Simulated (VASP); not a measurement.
# Nb (P6/mmm) in VASP: notebook, part 2 of 2

VASP 6.6.1.

### 4 Single point, BLYP (20.01 Å³/atom)

This run uses another cell than the first one, of 20.01 Å³/atom.

Input file INCAR:

```
SYSTEM = Nb
AGGAC = 1.0
AGGAX = 1.0
ALDAC = 0.0
ALDAX = 1.0
ALGO = Normal
EDIFF = 1E-7
ENCUT = 520
GGA = B5
ISIF = 2
ISMEAR = -1
LASPH = .TRUE.
LCHARG = .FALSE.
LREAL = .FALSE.
LWAVE = .FALSE.
NBANDS = 26
NELM = 60
PREC = Accurate
SIGMA = 0.1
```

Input file KPOINTS:

```
k-points
0
G
  8 8 13
  0 0 0
```

Input file POSCAR:

```
Nb
1.0
    5.0203135951      0.0000000000      0.0000000000
   -2.5101567976      4.3477191083      0.0000000000
    0.0000000000      0.0000000000      2.7506719467
Nb
3
Direct
    1.0000000000      0.0000000000      0.0000000000
    0.3333333333      0.6666666667      0.5000000000
    0.6666666667      0.3333333333      0.5000000000
```

Potentials or basis: VASP PAW PBE potentials, release 64 (Nb_sv).

The run is started by

```sh
$ cat potpaw_PBE.64/Nb_sv/POTCAR > POTCAR
$ mpirun -np 1 vasp_std > vasp.out
```

OUTCAR:

```text
SYSTEM = Nb
   EDIFF = 1E-7
   ENCUT = 520
   GGA = B5
   ISIF = 2
   ISMEAR = -1
   LASPH = .TRUE.
   LREAL = .FALSE.
   NELM = 60
   PREC = Accurate

 ion  position               nearest neighbor table
   1  0.000  0.000  0.000-
   2  0.333  0.667  0.500-   3 2.90   3 2.90   3 2.90
   3  0.667  0.333  0.500-   2 2.90   2 2.90   2 2.90

  LATTYP: Found a hexagonal cell.
 ALAT       =     5.0203135951
 C/A-ratio  =     0.5479083915

  Lattice vectors:

 A1 = (   5.0203135951,   0.0000000000,   0.0000000000)
 A2 = (  -2.5101567976,   4.3477191083,   0.0000000000)
 A3 = (   0.0000000000,   0.0000000000,   2.7506719467)

Analysis of symmetry for initial positions (statically):
=====================================================================
 Subroutine PRICEL returns:
 Original cell was already a primitive cell.

 Routine SETGRP: Setting up the symmetry group for a
 hexagonal supercell.

 Subroutine GETGRP returns: Found 24 space group operations
 (whereof 24 operations were pure point group operations)
 out of a pool of 24 trial point group operations.

The static configuration has the point symmetry D_6h.

Analysis of symmetry for dynamics (positions and initial velocities):
=====================================================================
 Subroutine PRICEL returns:
 Original cell was already a primitive cell.

 Routine SETGRP: Setting up the symmetry group for a
 hexagonal supercell.

 Subroutine GETGRP returns: Found 24 space group operations
 (whereof 24 operations were pure point group operations)
 out of a pool of 24 trial point group operations.

The dynamic configuration has the point symmetry D_6h.

 Subroutine INISYM returns: Found 24 space group operations
 (whereof 24 operations are pure point group operations),
 and found     1 'primitive' translations

----------------------------------------------------------------------------------------

                                     Primitive cell

  volume of cell :      60.0387

  direct lattice vectors                    reciprocal lattice vectors
     5.020313595  0.000000000  0.000000000     0.199190744  0.115002830  0.000000000
    -2.510156798  4.347719108  0.000000000     0.000000000  0.230005659  0.000000000
     0.000000000  0.000000000  2.750671947     0.000000000  0.000000000  0.363547533

  length of vectors
     5.020313595  5.020313595  2.750671947     0.230005659  0.230005659  0.363547533

  position of ions in fractional coordinates (direct lattice)
     0.000000000  0.000000000  0.000000000
     0.333333333  0.666666667  0.500000000
     0.666666667  0.333333333  0.500000000

  ion indices of the primitive-cell ions
   primitive index   ion index
                 1           1
                 2           2
                 3           3

----------------------------------------------------------------------------------------

 KPOINTS: k-points

Automatic generation of k-mesh.
 Grid dimensions read from file:
 generate k-points for:    8    8   13

 Generating k-lattice:

  Cartesian coordinates                     Fractional coordinates (reciprocal lattice)
     0.024898843  0.014375354  0.000000000     0.125000000  0.000000000  0.000000000
     0.000000000  0.028750707  0.000000000     0.000000000  0.125000000  0.000000000
     0.000000000  0.000000000  0.027965195     0.000000000  0.000000000  0.076923077

  Length of vectors
     0.028750707  0.028750707  0.027965195

  Shift w.r.t. Gamma in fractional coordinates (k-lattice)
     0.000000000  0.000000000  0.000000000

 Subroutine IBZKPT returns following result:
 ===========================================

 Found     70 irreducible k-points:

 Following reciprocal coordinates:
            Coordinates               Weight
  0.000000  0.000000  0.000000      1.000000
  0.125000 -0.000000  0.000000      6.000000
  0.250000 -0.000000  0.000000      6.000000
  0.375000 -0.000000  0.000000      6.000000
  0.500000 -0.000000  0.000000      3.000000
  0.125000  0.125000  0.000000      6.000000
[... 16 lines left out ...]
  0.250000 -0.000000  0.153846     12.000000
  0.375000 -0.000000  0.153846     12.000000
 [... further k-points ...]
   k-points           NKPTS =     70   k-points in BZ     NKDIM =     70   number of bands    NBANDS=     26
   number of dos      NEDOS =    301   number of ions     NIONS =      3
   total plane-waves  NPLWV =  32000
   dimension x,y,z NGX =    40 NGY =   40 NGZ =   20
   dimension x,y,z NGXF=    80 NGYF=   80 NGZF=   40
   ions per type =               3
   NGX,Y,Z   is equivalent  to a cutoff of  13.25, 13.25, 12.09 a.u.
   NGXF,Y,Z  is equivalent  to a cutoff of  26.49, 26.49, 24.18 a.u.
 SYSTEM =  Nb
   PREC   = accura    normal or accurate (medium, high low for compatibility)
   ISTART =      0    job   : 0-new  1-cont  2-samecut
   ICHARG =      2    charge: 1-file 2-atom 10-const
   ISPIN  =      1    spin polarized calculation?
   LNONCOLLINEAR =      F non collinear calculations
   LSORBIT =      F    spin-orbit coupling
   LASPH  =      T    aspherical Exc in radial PAW
   ENCUT  =  520.0 eV  38.22 Ry    6.18 a.u.   9.33  9.33  5.11*2*pi/ulx,y,z
   NELM   =     60;   NELMIN=  2; NELMDL= -5     # of ELM steps
   EDIFF  = 0.1E-06   stopping-criterion for ELM
   LREAL  =      F    real-space projection
   EDIFFG = 0.1E-05   stopping-criterion for IOM
   NSW    =      0    number of steps for IOM
   IBRION =     -1    ionic relax: 0-MD 1-quasi-New 2-CG
   NFREE  =      0    steps in history (QN), initial steepest desc. (CG)
   ISIF   =      2    stress and relaxation
   ISYM   =      2    0-nonsym 1-usesym 2-fastsym
   POTIM  = 0.5000    time-step for ionic-motion
   TEBEG  =    0.0;   TEEND  =   0.0 temperature during run
   PSTRESS=    0.0 pullay stress
   NELECT =      39.0000    total number of electrons
   NUPDOWN=      -1.0000    fix difference up-down
   EMIN   =  10.00;   EMAX   =-10.00  energy-range for DOS
   EFERMI =   0.00;   METHOD = LEGACY
   ISMEAR =    -1;   SIGMA  =   0.10  broadening in eV -4-tet -1-fermi 0-gaus
   EFERMI_NEDOS =   21; number of points for ismear=-14 and -15
   IALGO  =     38    algorithm
   IMIX   =      4    mixing-type and parameters
     AMIX     =   0.40;   BMIX     =  1.00
     AMIX_MAG =   1.60;   BMIX_MAG =  1.00
  volume/ion in A,a.u.               =      20.01       135.05
  Fermi-wavevector in a.u.,A,eV,Ry     =   1.417814  2.679280 27.350393  2.010197
  Thomas-Fermi vector in A             =   2.539005
   LORBIT       =      0    0 simple, 1 ext, 2 COOP (PROOUT), +10 PAW based schemes
   GGA     = B5    functional components
   LHFCALC =     F    Hartree Fock is set to
   AEXX    =    0.0000 exact exchange contribution
   IVDW    =     0    specifies the selected vdW correction
   LEPSILON=     F    determine dielectric tensor
   LRPA    =     F    only Hartree local field effects (RPA)
 non-spin polarized calculation
  energy-cutoff  :      520.00
  volume of cell :       60.04
 maximum number of plane-waves:      1636
 NGX is ok and might be reduce to    40
   NGX = 19   NGY = 19   NGZ = 11

 number of electron      38.9999999 magnetization

 Free energy of the ion-electron system (eV)
  ---------------------------------------------------
  ext. energy  EPLUGINS =         0.00000000
  ---------------------------------------------------
  free energy    TOTEN  =       -26.04380395 eV

  energy without entropy =      -25.93443734  energy(sigma->0) =      -25.98912064

 E-fermi :  10.5037     XC(G=0): -11.3459

 val. band max:       10.4808775748   @ k =   0.2500   0.2500   0.0769
 cond. band min:      10.5114385526   @ k =   0.0000   0.0000   0.4615
 fundamental gap:      0.0305609778
 Fermi energy:        10.5037182549

 k-point     1 :       0.0000    0.0000    0.0000
  band No.  band energies     occupation
      1     -44.1263      2.00000
      2     -44.0120      2.00000
      3     -43.9423      2.00000
      4     -20.4827      2.00000
      5     -20.4827      2.00000
      6     -20.3493      2.00000
[... 18 lines left out ...]
     25      13.1596      0.00000
     26      13.1596      0.00000
[... 644 lines left out ...]
      4     -20.6063      2.00000
      5     -20.4159      2.00000
      6     -20.1556      2.00000
[... 18 lines left out ...]
     25      13.1108      0.00000
     26      13.8908      0.00000

 [... further k-points ...]

------------------------ aborting loop because EDIFF is reached ----------------------------------------

  FORCE on cell =-STRESS in cart. coord.  units (eV):
  Direction    XX          YY          ZZ          XY          YZ          ZX
  --------------------------------------------------------------------------------------
  -------------------------------------------------------------------------------------
  Total       -1.8633700     -1.8633700     -2.5255564      0.0000000      0.0000000      0.0000000
  in kB      -49.7254306    -49.7254306    -67.3963735      0.0000000      0.0000000      0.0000000
  external PRESSURE =     -55.6157449 kB  Pullay stress =       0.0000000 kB

 VOLUME and BASIS-vectors are now :
 -----------------------------------------------------------------------------
  energy-cutoff  :      520.00
  volume of cell :       60.04
      direct lattice vectors                 reciprocal lattice vectors
     5.020313595  0.000000000  0.000000000     0.199190744  0.115002830  0.000000000
    -2.510156798  4.347719108  0.000000000     0.000000000  0.230005659  0.000000000
     0.000000000  0.000000000  2.750671947     0.000000000  0.000000000  0.363547533

 POSITION                                       TOTAL-FORCE (eV/Angst)
 -----------------------------------------------------------------------------------
      0.00000      0.00000      0.00000        -0.000000      0.000000      0.000000
     -0.00000      2.89848      1.37534        -0.000000     -0.000000     -0.000000
      2.51016      1.44924      1.37534         0.000000      0.000000      0.000000
 -----------------------------------------------------------------------------------
    total drift:                                0.000000     -0.000000      0.000000

  FREE ENERGIE OF THE ION-ELECTRON SYSTEM (eV)
  ---------------------------------------------------
  free  energy   TOTEN  =       -26.0438039496 eV

  energy  without entropy=      -25.9344373381  energy(sigma->0) =      -25.98912064
```

Wall time 3.5 min (1 thread of Intel Xeon 8259CL, shared host); peak memory 0.22 GiB.

What came out:

| Property | Result |
| --- | --- |
| Free energy | -26.0438 eV |
| Pressure | -5.6 GPa |
| Band gap on the k mesh | zero (an odd number of electrons rules out a gap without spin polarisation) |

Caveat: the cell stands under tension; the PAW data sets were made with another functional, which shifts forces and pressure a little.

### 5 Overview

| cell | gap on the mesh (eV) | pressure (GPa) |
| --- | --- | --- |
| a = 4.888, b = 4.888, c = 2.678 Å, angles 90.0, 90.0, 120.0°, 3 atoms | none | 6.5 |
| a = 4.955, b = 4.955, c = 2.715 Å, angles 90.0, 90.0, 120.0°, 3 atoms | none | -0.1 |
| a = 5.020, b = 5.020, c = 2.751 Å, angles 90.0, 90.0, 120.0°, 3 atoms | none | -5.6 |

Alike in all rows: task single point; level BLYP; potentials or basis VASP PAW PBE potentials, release 64 (Nb_sv); no spin polarisation; k mesh 8 × 8 × 13; cutoff (eV) 520; smearing fermi-dirac 0.1 eV.

Caveats: the PAW data sets were made with another functional, which shifts forces and pressure a little; the cell stands under pressure (at least some runs); the cell stands under tension (at least some runs).

Absolute energies hang on the potentials; compare differences alone.

The gap in the log of VASP goes by the Fermi energy; the results here count the filled bands.